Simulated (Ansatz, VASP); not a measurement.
One calculation of ZnPb6F, two programs

File INCAR:

```
PREC     = Accurate       # precision mode
ENCUT    = 600            # plane-wave cutoff, eV
EDIFF    = 1E-6           # SCF threshold, eV
ISMEAR   = 0              # smearing method
SIGMA    = 0.1            # smearing width, eV
LREAL    = False          # projectors in reciprocal space
LASPH    = True           # aspherical terms in the spheres
NELM     = 100            # most SCF steps
ALGO     = Normal         # electronic algorithm
ISIF     = 3              # what is computed and relaxed
LWAVE    = False          # write WAVECAR
LCHARG   = False          # write CHGCAR
GGA      = PE             # functional
IBRION   = 2              # ionic algorithm
NSW      = 90             # ionic steps
EDIFFG   = -0.04          # ionic threshold
```

The input KPOINTS:

```
regular mesh
0
Gamma
  4 4 4
```

File POSCAR:

```
ZnPb6F
1.0
    0.0000000000      4.9236785900      4.9236785900
    4.9236785900      0.0000000000      4.9236785900
    4.9236785900      4.9236785900      0.0000000000
Zn Pb F
1 6 1
Direct
    0.0000000000      0.0000000000      0.0000000000
    0.7178528400      0.2821471600      0.2821471600
    0.2821471600      0.7178528400      0.7178528400
    0.2821471600      0.7178528400      0.2821471600
    0.7178528400      0.2821471600      0.7178528400
    0.2821471600      0.2821471600      0.7178528400
    0.7178528400      0.7178528400      0.2821471600
    0.5000000000      0.5000000000      0.5000000000
```

Input for Ansatz:

```yaml
crystal:
  lattice:
    - [0.0, 4.92367859, 4.92367859]
    - [4.92367859, 0.0, 4.92367859]
    - [4.92367859, 4.92367859, 0.0]
  atoms:
    - { symbol: Zn, position: [0.0, 0.0, 0.0] }
    - { symbol: Pb, position: [0.71785284, 0.28214716, 0.28214716] }
    - { symbol: Pb, position: [0.28214716, 0.71785284, 0.71785284] }
    - { symbol: Pb, position: [0.28214716, 0.71785284, 0.28214716] }
    - { symbol: Pb, position: [0.71785284, 0.28214716, 0.71785284] }
    - { symbol: Pb, position: [0.28214716, 0.28214716, 0.71785284] }
    - { symbol: Pb, position: [0.71785284, 0.71785284, 0.28214716] }
    - { symbol: F, position: [0.5, 0.5, 0.5] }
basis:
  ecutwfc: 420
kpoints:
  mp_grid: { grid: [4, 4, 4] }
hamiltonian:
  xc: pbe
scf:
  occupations: { method: gaussian, width: 0.1 }
  lower_state_search: "off"
output:
  forces: true
  stress: true
  eigenvalues: true
relax:
  adjacent_minimum: "off"
  f_tol: 0.04
  max_steps: 70
  cell: { stress_tol: 0.4 }
```

Alike in both runs: task relaxation of cell and atoms; functional PBE; k mesh 4 × 4 × 4; occupations gaussian, width 0.1 eV; no spin polarisation.

|  | VASP | Ansatz |
| --- | --- | --- |
| version | VASP 6.6.1 | Ansatz 0.2.0 |
| potentials or method | VASP PAW PBE potentials, release 64 (Zn, Pb_d, F), cutoff 600 eV | scalar-relativistic, plane waves, PAW |
| valence electrons in the cell | 103 | 103 |

VASP gave:

| Property | Result |
| --- | --- |
| gap on the k mesh at the Fermi level, each at its own relaxed structure (eV) | none |
| relaxed volume (Å³/atom) | 38.51 |
| relaxed cell length with the largest relative difference (Å) | 7.581 |

Q: Which values does Ansatz return?

A: gap on the k mesh at the Fermi level, each at its own relaxed structure (eV): none; relaxed volume (Å³/atom): 38.82; relaxed cell length with the largest relative difference (Å): 7.601.

A gap of «none» marks a metal or a gap that the smearing closes.

Neither program's run includes spin-orbit coupling. Noted on VASP's run: the volume moved by over 15 % at a fixed basis, so the end points are rough.
